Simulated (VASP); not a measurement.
Here is a VASP 6.6.1 calculation.

INCAR

```
SYSTEM = Se
  PREC = Accurate
  ENCUT = 520
  EDIFF = 1E-8
  ISMEAR = -1
  SIGMA = 0.03
  LREAL = .FALSE.
  LASPH = .TRUE.
  NELM = 80
  ALGO = Normal
  ISIF = 2
  LWAVE = .FALSE.
  LCHARG = .FALSE.
  GGA = CA
  LEFG = .TRUE.
  NBANDS = 16
```

The input KPOINTS:

```
regular mesh
0
G
  6 6 5
  0 0 0
```

Contents of POSCAR:

```
Se
1.0
    4.3661999489      0.0000000000      0.0000000000
   -2.1830999745      3.7812400738      0.0000000000
    0.0000000000      0.0000000000      4.9040640000
Se
3
Direct
    0.2254000000      0.0000000000      0.3333333333
    0.0000000000      0.2254000000      0.6666666667
    0.7746000000      0.7746000000      0.0000000000
```

Potentials or basis: VASP PAW LDA potentials, release 64 (Se).

Command:

```bash
$ cat potpaw_LDA.64/Se/POTCAR > POTCAR
$ mpirun -np 1 vasp_std > vasp.out
```

Estimate the largest force.

0.381 eV/Å.

Estimate the pressure.

-0.3 GPa.

Estimate the band gap on the k mesh.

1.16 eV (least direct gap 1.51 eV).

Forces on the atoms (eV/Å):
```
Se   0.381  0.000  0.000
Se  -0.190  0.330  0.000
Se  -0.190 -0.330  0.000
```

Caveat: the cell differs from its parent crystal (zz strain of -1 %); without QUAD_EFG the Cq values of the log hold for a quadrupole moment of 1 mb, not for the nuclei; an odd mesh through Γ misses points on the zone boundary, where band edges can lie.
